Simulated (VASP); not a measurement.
Input of a VASP 6.6.1 run:

The input INCAR:

```
SYSTEM = SnSe
PREC = Accurate ; ENCUT = 520
EDIFF = 1E-6 ; ISMEAR = 0
SIGMA = 0.03 ; LREAL = .False.
LASPH = .True. ; NELM = 60
ALGO = Normal ; ISIF = 2
LWAVE = .False. ; LCHARG = .True.
GGA = PE ; IVDW = 12
LELF = .True. ; LVHAR = .True.
NBANDS = 28
```

The input KPOINTS:

```
Automatic mesh
0
Gamma
  8 8 6
  0 0 0
```

File POSCAR:

```
SnSe
1.0
    4.3177180007      0.0000000000      0.0000000000
    0.0000000000      4.3177180007      0.0000000000
    0.0000000000      0.0000000000      5.7093185123
Sn Se
2 2
Direct
    0.5000000000      0.0000000000      0.3100442236
    0.0000000000      0.5000000000      0.6899557764
    0.5000000000      0.0000000000      0.7499352227
    0.0000000000      0.5000000000      0.2500647773
```

Potentials or basis: VASP PAW PBE potentials, release 64 (Sn_d, Se).

The run is started by

```console
$ cat potpaw_PBE.64/Sn_d/POTCAR potpaw_PBE.64/Se/POTCAR > POTCAR
$ mpirun -np 1 vasp_std > vasp.out
```

Q: Estimate the largest force.

A: 1.961 eV/Å.

Q: Estimate the band gap on the k mesh.

A: 0.41 eV (least direct gap 0.43 eV).

Stress tensor (GPa, compression positive):
```
-1.00  0.00  0.00
 0.00 -1.00  0.00
 0.00  0.00 16.55
```

Caveat: the stress differs along the axes, from -1 to 17 GPa; semilocal functionals underestimate gaps, and a narrow one can read as zero; spin-orbit coupling is left out, which moves the levels of the heavy elements; forces of over 1 eV/Å act on the atoms, so gaps and moduli don't describe the material at rest. A k mesh can miss the band edges.
